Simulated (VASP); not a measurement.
# Mg2CdN2 (P-3m1) in VASP: single point with PBE

Aim: the single point of Mg2CdN2 with PBE.

Program: VASP 6.6.1. These are calculated values, not measurements. Logs are shortened: lines on timing, memory, paths and dates and some standing lists are left out, and cuts for length are marked.

### Step 1. The cell of the first run

The structure is trigonal, space group P-3m1 (No. 164). Conventional cell: a = 3.553 Å, b = 3.553 Å, c = 5.984 Å, α = 90.00°, β = 90.00°, γ = 120.00°. Mg (site symmetry 3m) has 4 N at 2.10 to 2.28 Å and 3 Mg at 2.75 Å within 2.8 Å. Within 3.6 Å of Cd (site symmetry -3m) lie 6 N at 2.62 Å and 6 Mg at 2.92 Å and 6 Cd at 3.55 Å. N (site symmetry 3m) has 4 Mg at 2.10 to 2.28 Å and 3 Cd at 2.62 Å within 2.8 Å.

### Step 2. Single point, PBE

Contents of INCAR:

```
SYSTEM = Mg2CdN2
ALGO     = Normal         ! electronic algorithm
EDIFF    = 1E-7           ! SCF threshold, eV
ENCUT    = 520            ! plane-wave cutoff, eV
GGA      = PE             ! functional
ISIF     = 2              ! what is computed and relaxed
ISMEAR   = 0              ! smearing method
LASPH    = .True.         ! aspherical terms in the spheres
LCHARG   = .False.        ! write CHGCAR
LREAL    = .False.        ! projectors in reciprocal space
LWAVE    = .False.        ! write WAVECAR
NBANDS   = 21             ! bands
NELM     = 100            ! most SCF steps
PREC     = Accurate       ! precision mode
SIGMA    = 0.03           ! smearing width, eV
```

Contents of KPOINTS:

```
k-points
0
Gamma
  12 12 6
  0 0 0
```

Contents of POSCAR:

```
Mg2CdN2
1.0
    3.5528825911      0.0000000000      0.0000000000
   -1.7764412955      3.0768865806      0.0000000000
    0.0000000000      0.0000000000      5.9838310064
Mg Cd N
2 1 2
Direct
    0.6666666667      0.3333333333      0.1534420000
    0.3333333333      0.6666666667      0.8465580000
    0.0000000000      0.0000000000      0.5000000000
    0.6666666667      0.3333333333      0.7722310000
    0.3333333333      0.6666666667      0.2277690000
```

Potentials or basis: VASP PAW PBE potentials, release 64 (Mg, Cd, N).

Launch:

```sh
$ cat potpaw_PBE.64/Mg/POTCAR potpaw_PBE.64/Cd/POTCAR potpaw_PBE.64/N/POTCAR > POTCAR
$ mpirun -np 1 vasp_std > vasp.out
```

OUTCAR:

```text
SYSTEM = Mg2CdN2
   EDIFF = 1E-7
   ENCUT = 520
   GGA = PE
   ISIF = 2
   ISMEAR = 0
   LASPH = .True.
   LREAL = .False.
   NELM = 100
   PREC = Accurate

 ion  position               nearest neighbor table
   1  0.667  0.333  0.153-   5 2.10   5 2.10   5 2.10   4 2.28   2 2.75   2 2.75   2 2.75   3 2.92
                             3 2.92   3 2.92
   2  0.333  0.667  0.847-   4 2.10   4 2.10   4 2.10   5 2.28   1 2.75   1 2.75   1 2.75   3 2.92
                             3 2.92   3 2.92
   3  0.000  0.000  0.500-   4 2.62   5 2.62   4 2.62   5 2.62   4 2.62   5 2.62   1 2.92   2 2.92
                             2 2.92   1 2.92   1 2.92   2 2.92
   4  0.667  0.333  0.772-   2 2.10   2 2.10   2 2.10   1 2.28   3 2.62   3 2.62   3 2.62
   5  0.333  0.667  0.228-   1 2.10   1 2.10   1 2.10   2 2.28   3 2.62   3 2.62   3 2.62

  LATTYP: Found a hexagonal cell.
 ALAT       =     3.5528825911
 C/A-ratio  =     1.6842186177

  Lattice vectors:

 A1 = (   3.5528825911,   0.0000000000,   0.0000000000)
 A2 = (  -1.7764412955,   3.0768865806,   0.0000000000)
 A3 = (   0.0000000000,   0.0000000000,   5.9838310064)

Analysis of symmetry for initial positions (statically):
=====================================================================
 Subroutine PRICEL returns:
 Original cell was already a primitive cell.

 Routine SETGRP: Setting up the symmetry group for a
 hexagonal supercell.

 Subroutine GETGRP returns: Found 12 space group operations
 (whereof 12 operations were pure point group operations)
 out of a pool of 24 trial point group operations.

The static configuration has the point symmetry D_3d.

Analysis of symmetry for dynamics (positions and initial velocities):
=====================================================================
 Subroutine PRICEL returns:
 Original cell was already a primitive cell.

 Routine SETGRP: Setting up the symmetry group for a
 hexagonal supercell.

 Subroutine GETGRP returns: Found 12 space group operations
 (whereof 12 operations were pure point group operations)
 out of a pool of 24 trial point group operations.

The dynamic configuration has the point symmetry D_3d.

 Subroutine INISYM returns: Found 12 space group operations
 (whereof 12 operations are pure point group operations),
 and found     1 'primitive' translations

----------------------------------------------------------------------------------------

                                     Primitive cell

  volume of cell :      65.4141

  direct lattice vectors                    reciprocal lattice vectors
     3.552882591  0.000000000  0.000000000     0.281461595  0.162501927  0.000000000
    -1.776441295  3.076886581  0.000000000     0.000000000  0.325003855  0.000000000
     0.000000000  0.000000000  5.983831006     0.000000000  0.000000000  0.167117019

  length of vectors
     3.552882591  3.552882591  5.983831006     0.325003855  0.325003855  0.167117019

  position of ions in fractional coordinates (direct lattice)
     0.666666667  0.333333333  0.153442000
     0.333333333  0.666666667  0.846558000
     0.000000000  0.000000000  0.500000000
     0.666666667  0.333333333  0.772231000
     0.333333333  0.666666667  0.227769000

  ion indices of the primitive-cell ions
   primitive index   ion index
                 1           1
                 2           2
                 3           3
                 4           4
                 5           5

----------------------------------------------------------------------------------------

 KPOINTS: k-points

Automatic generation of k-mesh.
 Grid dimensions read from file:
 generate k-points for:   12   12    6

 Generating k-lattice:

  Cartesian coordinates                     Fractional coordinates (reciprocal lattice)
     0.023455133  0.013541827  0.000000000     0.083333333  0.000000000  0.000000000
     0.000000000  0.027083655  0.000000000     0.000000000  0.083333333  0.000000000
     0.000000000  0.000000000  0.027852837     0.000000000  0.000000000  0.166666667

  Length of vectors
     0.027083655  0.027083655  0.027852837

  Shift w.r.t. Gamma in fractional coordinates (k-lattice)
     0.000000000  0.000000000  0.000000000

 Subroutine IBZKPT returns following result:
 ===========================================

 Found    100 irreducible k-points:

 Following reciprocal coordinates:
            Coordinates               Weight
  0.000000  0.000000  0.000000      1.000000
  0.083333  0.000000  0.000000      6.000000
  0.166667  0.000000  0.000000      6.000000
  0.250000  0.000000  0.000000      6.000000
  0.333333 -0.000000  0.000000      6.000000
  0.416667  0.000000  0.000000      6.000000
[... 16 lines left out ...]
  0.166667  0.000000  0.166667      6.000000
  0.000000  0.166667  0.166667      6.000000
 [... further k-points ...]
   k-points           NKPTS =    100   k-points in BZ     NKDIM =    100   number of bands    NBANDS=     21
   number of dos      NEDOS =    301   number of ions     NIONS =      5
   total plane-waves  NPLWV =  37632
   dimension x,y,z NGX =    28 NGY =   28 NGZ =   48
   dimension x,y,z NGXF=    56 NGYF=   56 NGZF=   96
   ions per type =               2   1   2
   NGX,Y,Z   is equivalent  to a cutoff of  13.10, 13.10, 13.34 a.u.
   NGXF,Y,Z  is equivalent  to a cutoff of  26.20, 26.20, 26.67 a.u.
 SYSTEM =  Mg2CdN2
   PREC   = accura    normal or accurate (medium, high low for compatibility)
   ISTART =      0    job   : 0-new  1-cont  2-samecut
   ICHARG =      2    charge: 1-file 2-atom 10-const
   ISPIN  =      1    spin polarized calculation?
   LNONCOLLINEAR =      F non collinear calculations
   LSORBIT =      F    spin-orbit coupling
   LASPH  =      T    aspherical Exc in radial PAW
   ENCUT  =  520.0 eV  38.22 Ry    6.18 a.u.   6.61  6.61 11.13*2*pi/ulx,y,z
   NELM   =    100;   NELMIN=  2; NELMDL= -5     # of ELM steps
   EDIFF  = 0.1E-06   stopping-criterion for ELM
   LREAL  =      F    real-space projection
   EDIFFG = 0.1E-05   stopping-criterion for IOM
   NSW    =      0    number of steps for IOM
   IBRION =     -1    ionic relax: 0-MD 1-quasi-New 2-CG
   NFREE  =      0    steps in history (QN), initial steepest desc. (CG)
   ISIF   =      2    stress and relaxation
   ISYM   =      2    0-nonsym 1-usesym 2-fastsym
   POTIM  = 0.5000    time-step for ionic-motion
   TEBEG  =    0.0;   TEEND  =   0.0 temperature during run
   PSTRESS=    0.0 pullay stress
   NELECT =      26.0000    total number of electrons
   NUPDOWN=      -1.0000    fix difference up-down
   EMIN   =  10.00;   EMAX   =-10.00  energy-range for DOS
   EFERMI =   0.00;   METHOD = LEGACY
   ISMEAR =     0;   SIGMA  =   0.03  broadening in eV -4-tet -1-fermi 0-gaus
   EFERMI_NEDOS =   21; number of points for ismear=-14 and -15
   IALGO  =     38    algorithm
   IMIX   =      4    mixing-type and parameters
     AMIX     =   0.40;   BMIX     =  1.00
     AMIX_MAG =   1.60;   BMIX_MAG =  1.00
  volume/ion in A,a.u.               =      13.08        88.29
  Fermi-wavevector in a.u.,A,eV,Ry     =   1.203674  2.274613 19.712530  1.448830
  Thomas-Fermi vector in A             =   2.339420
   LORBIT       =      0    0 simple, 1 ext, 2 COOP (PROOUT), +10 PAW based schemes
   GGA     = PE    functional components
   LHFCALC =     F    Hartree Fock is set to
   AEXX    =    0.0000 exact exchange contribution
   IVDW    =     0    specifies the selected vdW correction
   LEPSILON=     F    determine dielectric tensor
   LRPA    =     F    only Hartree local field effects (RPA)
 non-spin polarized calculation
 Gauss-broadening in eV      SIGMA  =   0.03
  energy-cutoff  :      520.00
  volume of cell :       65.41
 maximum number of plane-waves:      1798
 NGX is ok and might be reduce to    28
   NGX = 13   NGY = 13   NGZ = 23

 number of electron      26.0000004 magnetization

 Free energy of the ion-electron system (eV)
  ---------------------------------------------------
  ext. energy  EPLUGINS =         0.00000000
  ---------------------------------------------------
  free energy    TOTEN  =       -21.63316352 eV

  energy without entropy =      -21.63316352  energy(sigma->0) =      -21.63316352

 E-fermi :   2.9385     XC(G=0): -10.6292

 val. band max:        2.8058255279   @ k =   0.1667   0.0833   0.0000
 cond. band min:       3.1219992368   @ k =   0.0000   0.0000   0.0000
 fundamental gap:      0.3161737089
 Fermi energy:         2.9384663421

 k-point     1 :       0.0000    0.0000    0.0000
  band No.  band energies     occupation
      1     -10.4242      2.00000
      2      -9.3936      2.00000
      3      -4.9249      2.00000
      4      -4.7907      2.00000
      5      -4.7907      2.00000
      6      -4.6132      2.00000
[... 13 lines left out ...]
     20      14.6438      0.00000
     21      14.6438      0.00000

 k-point     2 :       0.0833    0.0000    0.0000
  band No.  band energies     occupation
      1     -10.3707      2.00000
      2      -9.3791      2.00000
      3      -4.9023      2.00000
      4      -4.7960      2.00000
      5      -4.7655      2.00000
      6      -4.6211      2.00000
[... 13 lines left out ...]
     20      14.0849      0.00000
     21      14.2731      0.00000

 k-point     3 :       0.1667    0.0000    0.0000
  band No.  band energies     occupation
      1     -10.2179      2.00000
      2      -9.3402      2.00000
      3      -4.8738      2.00000
      4      -4.7889      2.00000
      5      -4.6959      2.00000
      6      -4.6425      2.00000
[... 13 lines left out ...]
     20      13.0818      0.00000
     21      13.5285      0.00000
[... 457 lines left out ...]
 k-point    23 :       0.1667    0.0000    0.1667
  band No.  band energies     occupation
      1     -10.1751      2.00000
      2      -9.3957      2.00000
      3      -4.8796      2.00000
      4      -4.7830      2.00000
      5      -4.6958      2.00000
      6      -4.6434      2.00000
[... 13 lines left out ...]
     20      12.9017      0.00000
     21      13.4141      0.00000

 k-point    24 :       0.0000    0.1667    0.1667
  band No.  band energies     occupation
      1     -10.1677      2.00000
      2      -9.4080      2.00000
      3      -4.8626      2.00000
      4      -4.7927      2.00000
      5      -4.6956      2.00000
      6      -4.6424      2.00000
[... 13 lines left out ...]
     20      13.1748      0.00000
     21      13.5438      0.00000

 [... further k-points ...]

------------------------ aborting loop because EDIFF is reached ----------------------------------------

  FORCE on cell =-STRESS in cart. coord.  units (eV):
  Direction    XX          YY          ZZ          XY          YZ          ZX
  --------------------------------------------------------------------------------------
  -------------------------------------------------------------------------------------
  Total       -0.1208514     -0.1208514     -0.0970223     -0.0000000     -0.0000000      0.0000000
  in kB       -2.9599918     -2.9599918     -2.3763497     -0.0000000     -0.0000000      0.0000000
  external PRESSURE =      -2.7654444 kB  Pullay stress =       0.0000000 kB

 VOLUME and BASIS-vectors are now :
 -----------------------------------------------------------------------------
  energy-cutoff  :      520.00
  volume of cell :       65.41
      direct lattice vectors                 reciprocal lattice vectors
     3.552882591  0.000000000  0.000000000     0.281461595  0.162501927  0.000000000
    -1.776441295  3.076886581  0.000000000     0.000000000  0.325003855  0.000000000
     0.000000000  0.000000000  5.983831006     0.000000000  0.000000000  0.167117019

 POSITION                                       TOTAL-FORCE (eV/Angst)
 -----------------------------------------------------------------------------------
      1.77644      1.02563      0.91817         0.000000      0.000000      0.026134
     -0.00000      2.05126      5.06566         0.000000     -0.000000     -0.026134
      0.00000      0.00000      2.99192         0.000000      0.000000      0.000000
      1.77644      1.02563      4.62090        -0.000000     -0.000000      0.006545
     -0.00000      2.05126      1.36293        -0.000000      0.000000     -0.006545
 -----------------------------------------------------------------------------------
    total drift:                                0.000000     -0.000000      0.000000

  FREE ENERGIE OF THE ION-ELECTRON SYSTEM (eV)
  ---------------------------------------------------
  free  energy   TOTEN  =       -21.6331635173 eV

  energy  without entropy=      -21.6331635173  energy(sigma->0) =      -21.63316352
```

It took 1.9 min on 1 thread of Intel Xeon Platinum 8259CL at 2.50GHz (Skylake/Cascade Lake), shared host; peak memory 0.28 GiB.

What came out:

```
Free energy            : -21.6332 eV
Pressure               : -0.3 GPa
Largest force          : 0.026 eV/Å
Band gap on the k mesh : 0.32 eV (least direct gap 0.68 eV)
```

Forces on the atoms (eV/Å):
```
Mg   0.000  0.000  0.026
Mg   0.000  0.000 -0.026
Cd   0.000  0.000  0.000
N    0.000  0.000  0.007
N    0.000  0.000 -0.007
```

Caveat: semilocal functionals underestimate gaps, and a narrow one can read as zero.
